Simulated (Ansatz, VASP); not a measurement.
## One calculation of Sn, two programs

Contents of INCAR:

```
  PREC = Accurate
  ENCUT = 520
  EDIFF = 1E-6
  ISMEAR = -1
  SIGMA = 0.05
  LREAL = F
  LASPH = T
  NELM = 100
  ALGO = Normal
  ISIF = 2
  LWAVE = F
  LCHARG = T
  GGA = CA
  LELF = T
  LVHAR = T
  NBANDS = 21
```

The input KPOINTS:

```
Automatic mesh
0
Gamma
  15 15 15
```

Contents of POSCAR:

```
Sn
1.0
   -2.9158500000      2.9158500000      1.6383695000
    2.9158500000     -2.9158500000      1.6383695000
    2.9158500000      2.9158500000     -1.6383695000
Sn
2
Direct
    0.0000000000      0.0000000000      0.0000000000
    0.7500000000      0.2500000000      0.5000000000
```

Input for Ansatz:

```yaml
crystal:
  lattice:
    - [-2.91585, 2.91585, 1.6383695]
    - [2.91585, -2.91585, 1.6383695]
    - [2.91585, 2.91585, -1.6383695]
  atoms:
    - { symbol: Sn, position: [0.0, 0.0, 0.0] }
    - { symbol: Sn, position: [0.75, 0.25, 0.5] }
kpoints:
  mp_grid: { grid: [15, 15, 15] }
  band_path:
    path:
      - [0.0, 0.0, 0.0]
      - [0.0, 0.0, 0.5]
      - [-0.5, 0.5, 0.5]
      - [0.0, 0.0, 0.0]
      - [0.3289284111, 0.3289284111, -0.3289284111]
      - [-0.3289284111, 0.6710715889, 0.3289284111]
      - [-0.5, 0.5, 0.5]
      - [0.0, 0.0, 0.5]
      - [0.25, 0.25, 0.25]
    npoints: 5
scf:
  occupations: { method: fermi_dirac, width: 0.05 }
hamiltonian:
  xc: lda
  pseudopotentials: { kind: all_electron, lapw: { basis_error: 0.0005 } }
output:
  forces: true
  stress: true
  eigenvalues: true
```

Change from the starting cell: zz strain of +3 %.

Alike in both runs: task single point; functional LDA; k mesh 15 × 15 × 15; occupations fermi-dirac, width 0.05 eV; no spin polarisation.

|  | VASP | Ansatz |
| --- | --- | --- |
| version | VASP 6.6.1 | Ansatz 0.2.0 |
| potentials or method | VASP PAW LDA potentials, release 64 (Sn_d), cutoff 520 eV | all-electron LAPW, scalar-relativistic |

|  | VASP | Ansatz | Ansatz less VASP |
| --- | --- | --- | --- |
| pressure (GPa) | -3.1 | -3.1 | +0.03 |
| traceless stress, the component that is largest in VASP (GPa) | -1.20 | -1.21 | -0.009 |

LDA's correlation is that of Perdew and Zunger in VASP and of Perdew and Wang (1992) in Ansatz. Ansatz ran all-electron here, and VASP with PAW potentials.
